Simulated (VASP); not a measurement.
# Ge (P6_3/mmc) in VASP: a series of runs

The runs below take Ge through single point, relaxation of cell and atoms, with PBE, PBEsol+D3(BJ).

All numbers are computed with VASP 6.6.1; they aren't measurements. Logs are shortened: lines on timing, memory, paths and dates and some standing lists are left out, and cuts for length are marked.

### Step 1. The cell of the first run

It takes space group P6_3/mmc (No. 194, hexagonal). Conventional cell: a = 3.998 Å, b = 3.998 Å, c = 6.599 Å, α = 90.00°, β = 90.00°, γ = 120.00°. Within 3.2 Å of Ge (site symmetry 3m) lie 4 Ge at 2.45 to 2.47 Å.

### Step 2. Single point, PBE

File INCAR:

```
PREC = Accurate
ENCUT = 520
EDIFF = 1E-6
ISMEAR = 0
SIGMA = 0.028000000000000004
LREAL = F
LASPH = T
NELM = 60
ALGO = Normal
ISIF = 2
LWAVE = F
LCHARG = T
GGA = PE
LELF = T
LVHAR = T
NBANDS = 36
```

File KPOINTS:

```
regular mesh
0
Gamma
  8 8 4
```

File POSCAR:

```
Ge
1.0
    3.9975858431      0.0000000000      0.0000000000
   -1.9987929216      3.4620108940      0.0000000000
    0.0000000000      0.0000000000      6.5993779500
Ge
4
Direct
    0.3333333333      0.6666666667      0.9370987500
    0.6666666667      0.3333333333      0.4370987500
    0.3333333333      0.6666666667      0.5629012500
    0.6666666667      0.3333333333      0.0629012500
```

Potentials or basis: VASP PAW PBE potentials, release 64 (Ge_d).

On the command line:

```console
> cat potpaw_PBE.64/Ge_d/POTCAR > POTCAR
> mpirun -np 1 vasp_std > vasp.out
```

OUTCAR:

```text
PREC = Accurate
   ENCUT = 520
   EDIFF = 1E-6
   ISMEAR = 0
   LREAL = F
   LASPH = T
   NELM = 60
   ISIF = 2
   GGA = PE

 ion  position               nearest neighbor table
   1  0.333  0.667  0.937-   4 2.45   4 2.45   4 2.45   3 2.47
   2  0.667  0.333  0.437-   3 2.45   3 2.45   3 2.45   4 2.47
   3  0.333  0.667  0.563-   2 2.45   2 2.45   2 2.45   1 2.47
   4  0.667  0.333  0.063-   1 2.45   1 2.45   1 2.45   2 2.47

  LATTYP: Found a hexagonal cell.
 ALAT       =     3.9975858431
 C/A-ratio  =     1.6508408347

  Lattice vectors:

 A1 = (   3.9975858431,   0.0000000000,   0.0000000000)
 A2 = (  -1.9987929216,   3.4620108940,   0.0000000000)
 A3 = (   0.0000000000,   0.0000000000,   6.5993779500)

Analysis of symmetry for initial positions (statically):
=====================================================================
 Subroutine PRICEL returns:
 Original cell was already a primitive cell.

 Routine SETGRP: Setting up the symmetry group for a
 hexagonal supercell.

 Subroutine GETGRP returns: Found 24 space group operations
 (whereof 12 operations were pure point group operations)
 out of a pool of 24 trial point group operations.

The static configuration has the point symmetry D_3d.
 The point group associated with its full space group is D_6h.

Analysis of symmetry for dynamics (positions and initial velocities):
=====================================================================
 Subroutine PRICEL returns:
 Original cell was already a primitive cell.

 Routine SETGRP: Setting up the symmetry group for a
 hexagonal supercell.

 Subroutine GETGRP returns: Found 24 space group operations
 (whereof 12 operations were pure point group operations)
 out of a pool of 24 trial point group operations.

The dynamic configuration has the point symmetry D_3d.
 The point group associated with its full space group is D_6h.

 Subroutine INISYM returns: Found 24 space group operations
 (whereof 12 operations are pure point group operations),
 and found     1 'primitive' translations

----------------------------------------------------------------------------------------

                                     Primitive cell

  volume of cell :      91.3333

  direct lattice vectors                    reciprocal lattice vectors
     3.997585843  0.000000000  0.000000000     0.250150976  0.144424733  0.000000000
    -1.998792922  3.462010894  0.000000000     0.000000000  0.288849467  0.000000000
     0.000000000  0.000000000  6.599377950     0.000000000  0.000000000  0.151529433

  length of vectors
     3.997585843  3.997585843  6.599377950     0.288849467  0.288849467  0.151529433

  position of ions in fractional coordinates (direct lattice)
     0.333333333  0.666666667  0.937098750
     0.666666667  0.333333333  0.437098750
     0.333333333  0.666666667  0.562901250
     0.666666667  0.333333333  0.062901250

  ion indices of the primitive-cell ions
   primitive index   ion index
                 1           1
                 2           2
                 3           3
                 4           4

----------------------------------------------------------------------------------------

 KPOINTS: regular mesh

Automatic generation of k-mesh.
 Grid dimensions read from file:
 generate k-points for:    8    8    4

 Generating k-lattice:

  Cartesian coordinates                     Fractional coordinates (reciprocal lattice)
     0.031268872  0.018053092  0.000000000     0.125000000 -0.000000000  0.000000000
     0.000000000  0.036106183  0.000000000     0.000000000  0.125000000  0.000000000
     0.000000000  0.000000000  0.037882358     0.000000000  0.000000000  0.250000000

  Length of vectors
     0.036106183  0.036106183  0.037882358

  Shift w.r.t. Gamma in fractional coordinates (k-lattice)
     0.000000000  0.000000000  0.000000000

 Subroutine IBZKPT returns following result:
 ===========================================

 Found     30 irreducible k-points:

 Following reciprocal coordinates:
            Coordinates               Weight
  0.000000  0.000000  0.000000      1.000000
  0.125000  0.000000  0.000000      6.000000
  0.250000  0.000000  0.000000      6.000000
  0.375000  0.000000  0.000000      6.000000
  0.500000  0.000000  0.000000      3.000000
  0.125000  0.125000  0.000000      6.000000
[... 16 lines left out ...]
  0.250000  0.000000  0.500000      6.000000
  0.375000  0.000000  0.500000      6.000000
 [... further k-points ...]
   k-points           NKPTS =     30   k-points in BZ     NKDIM =     30   number of bands    NBANDS=     36
   number of dos      NEDOS =    301   number of ions     NIONS =      4
   total plane-waves  NPLWV =  45000
   dimension x,y,z NGX =    30 NGY =   30 NGZ =   50
   dimension x,y,z NGXF=    60 NGYF=   60 NGZF=  100
   ions per type =               4
   NGX,Y,Z   is equivalent  to a cutoff of  12.48, 12.48, 12.60 a.u.
   NGXF,Y,Z  is equivalent  to a cutoff of  24.95, 24.95, 25.19 a.u.
 SYSTEM =  unknown system
   PREC   = accura    normal or accurate (medium, high low for compatibility)
   ISTART =      0    job   : 0-new  1-cont  2-samecut
   ICHARG =      2    charge: 1-file 2-atom 10-const
   ISPIN  =      1    spin polarized calculation?
   LNONCOLLINEAR =      F non collinear calculations
   LSORBIT =      F    spin-orbit coupling
   LASPH  =      T    aspherical Exc in radial PAW
   ENCUT  =  520.0 eV  38.22 Ry    6.18 a.u.   7.43  7.43 12.27*2*pi/ulx,y,z
   NELM   =     60;   NELMIN=  2; NELMDL= -5     # of ELM steps
   EDIFF  = 0.1E-05   stopping-criterion for ELM
   LREAL  =      F    real-space projection
   EDIFFG = 0.1E-04   stopping-criterion for IOM
   NSW    =      0    number of steps for IOM
   IBRION =     -1    ionic relax: 0-MD 1-quasi-New 2-CG
   NFREE  =      0    steps in history (QN), initial steepest desc. (CG)
   ISIF   =      2    stress and relaxation
   ISYM   =      2    0-nonsym 1-usesym 2-fastsym
   POTIM  = 0.5000    time-step for ionic-motion
   TEBEG  =    0.0;   TEEND  =   0.0 temperature during run
   PSTRESS=    0.0 pullay stress
   NELECT =      56.0000    total number of electrons
   NUPDOWN=      -1.0000    fix difference up-down
   EMIN   =  10.00;   EMAX   =-10.00  energy-range for DOS
   EFERMI =   0.00;   METHOD = LEGACY
   ISMEAR =     0;   SIGMA  =   0.03  broadening in eV -4-tet -1-fermi 0-gaus
   EFERMI_NEDOS =   21; number of points for ismear=-14 and -15
   IALGO  =     38    algorithm
   IMIX   =      4    mixing-type and parameters
     AMIX     =   0.40;   BMIX     =  1.00
     AMIX_MAG =   1.60;   BMIX_MAG =  1.00
  volume/ion in A,a.u.               =      22.83       154.09
  Fermi-wavevector in a.u.,A,eV,Ry     =   1.390789  2.628209 26.317650  1.934293
  Thomas-Fermi vector in A             =   2.514690
   LORBIT       =      0    0 simple, 1 ext, 2 COOP (PROOUT), +10 PAW based schemes
   GGA     = PE    functional components
   LHFCALC =     F    Hartree Fock is set to
   AEXX    =    0.0000 exact exchange contribution
   IVDW    =     0    specifies the selected vdW correction
   LEPSILON=     F    determine dielectric tensor
   LRPA    =     F    only Hartree local field effects (RPA)
 non-spin polarized calculation
 Gauss-broadening in eV      SIGMA  =   0.03
  energy-cutoff  :      520.00
  volume of cell :       91.33
 maximum number of plane-waves:      2491
 NGX is ok and might be reduce to    30
   NGX = 15   NGY = 15   NGZ = 25

 number of electron      56.0000053 magnetization

 Free energy of the ion-electron system (eV)
  ---------------------------------------------------
  ext. energy  EPLUGINS =         0.00000000
  ---------------------------------------------------
  free energy    TOTEN  =       -17.95953472 eV

  energy without entropy =      -17.95953291  energy(sigma->0) =      -17.95953381

 E-fermi :   5.0170     XC(G=0):  -9.8793

 val. band max:        4.9590967914   @ k =   0.0000   0.0000   0.0000
 cond. band min:       5.0804833930   @ k =   0.0000   0.0000   0.0000
 fundamental gap:      0.1213866017
 Fermi energy:         5.0169748750

 k-point     1 :       0.0000    0.0000    0.0000
  band No.  band energies     occupation
      1     -19.9305      2.00000
      2     -19.9305      2.00000
      3     -19.8925      2.00000
      4     -19.8924      2.00000
      5     -19.8924      2.00000
      6     -19.8795      2.00000
[... 28 lines left out ...]
     35       9.5171      0.00000
     36      11.1141      0.00000

 k-point     2 :       0.1250    0.0000    0.0000
  band No.  band energies     occupation
      1     -19.9393      2.00000
      2     -19.9334      2.00000
      3     -19.9013      2.00000
      4     -19.8975      2.00000
      5     -19.8922      2.00000
      6     -19.8690      2.00000
[... 28 lines left out ...]
     35      10.1820      0.00000
     36      11.1401      0.00000

 k-point     3 :       0.2500    0.0000    0.0000
  band No.  band energies     occupation
      1     -19.9486      2.00000
      2     -19.9377      2.00000
      3     -19.9150      2.00000
      4     -19.9061      2.00000
      5     -19.8878      2.00000
      6     -19.8575      2.00000
[... 28 lines left out ...]
     35      11.3411      0.00000
     36      11.7319      0.00000

 k-point     4 :       0.3750    0.0000    0.0000
  band No.  band energies     occupation
      1     -19.9489      2.00000
      2     -19.9396      2.00000
      3     -19.9279      2.00000
      4     -19.9118      2.00000
      5     -19.8763      2.00000
      6     -19.8514      2.00000
[... 28 lines left out ...]
     35      12.0365      0.00000
     36      12.6132      0.00000

 k-point     5 :       0.5000    0.0000    0.0000
  band No.  band energies     occupation
      1     -19.9443      2.00000
      2     -19.9398      2.00000
      3     -19.9363      2.00000
      4     -19.9136      2.00000
      5     -19.8676      2.00000
      6     -19.8498      2.00000
[... 655 lines left out ...]
 k-point    22 :       0.1250    0.0000    0.5000
  band No.  band energies     occupation
      1     -19.9199      2.00000
      2     -19.9199      2.00000
      3     -19.9185      2.00000
      4     -19.9185      2.00000
      5     -19.8824      2.00000
      6     -19.8824      2.00000
[... 28 lines left out ...]
     35      10.2711      0.00000
     36      10.2711      0.00000

 k-point    23 :       0.2500    0.0000    0.5000
  band No.  band energies     occupation
      1     -19.9249      2.00000
      2     -19.9249      2.00000
      3     -19.9239      2.00000
      4     -19.9239      2.00000
      5     -19.8792      2.00000
      6     -19.8792      2.00000
[... 28 lines left out ...]
     35      10.6538      0.00000
     36      10.6538      0.00000

 k-point    24 :       0.3750    0.0000    0.5000
  band No.  band energies     occupation
      1     -19.9271      2.00000
      2     -19.9271      2.00000
      3     -19.9248      2.00000
      4     -19.9248      2.00000
      5     -19.8741      2.00000
      6     -19.8741      2.00000
[... 28 lines left out ...]
     35      12.4273      0.00000
     36      12.4273      0.00000

 [... further k-points ...]
[... 5 lines left out ...]
  --------------------------------------------------------------------------------------
  -------------------------------------------------------------------------------------
  Total        1.6800258      1.6800258      1.5529990     -0.0000000     -0.0000000      0.0000000
  in kB       29.4711652     29.4711652     27.2428489     -0.0000000     -0.0000000      0.0000000
  external PRESSURE =      28.7283931 kB  Pullay stress =       0.0000000 kB

 VOLUME and BASIS-vectors are now :
 -----------------------------------------------------------------------------
  energy-cutoff  :      520.00
  volume of cell :       91.33
      direct lattice vectors                 reciprocal lattice vectors
     3.997585843  0.000000000  0.000000000     0.250150976  0.144424733  0.000000000
    -1.998792922  3.462010894  0.000000000     0.000000000  0.288849467  0.000000000
     0.000000000  0.000000000  6.599377950     0.000000000  0.000000000  0.151529433

 POSITION                                       TOTAL-FORCE (eV/Angst)
 -----------------------------------------------------------------------------------
     -0.00000      2.30801      6.18427        -0.000000      0.000000     -0.018842
      1.99879      1.15400      2.88458         0.000000     -0.000000     -0.018842
     -0.00000      2.30801      3.71480        -0.000000      0.000000      0.018842
      1.99879      1.15400      0.41511         0.000000     -0.000000      0.018842
 -----------------------------------------------------------------------------------
    total drift:                               -0.000000      0.000000     -0.000000

  FREE ENERGIE OF THE ION-ELECTRON SYSTEM (eV)
  ---------------------------------------------------
  free  energy   TOTEN  =       -17.9595347184 eV

  energy  without entropy=      -17.9595329073  energy(sigma->0) =      -17.95953381
```

It took 52 s on 1 thread of Intel Xeon 6975P-C (Granite Rapids), shared host; peak memory 0.22 GiB.

What came out:

```
Free energy            : -17.9595 eV
Pressure               : 2.9 GPa
Largest force          : 0.019 eV/Å
Band gap on the k mesh : 0.12 eV, direct
```

Forces on the atoms (eV/Å):
```
Ge   0.000  0.000 -0.019
Ge   0.000  0.000 -0.019
Ge   0.000  0.000  0.019
Ge   0.000  0.000  0.019
```

Stress tensor (GPa, compression positive):
```
2.95 0.00 0.00
0.00 2.95 0.00
0.00 0.00 2.72
```

(Continued in part 2 of 2.)
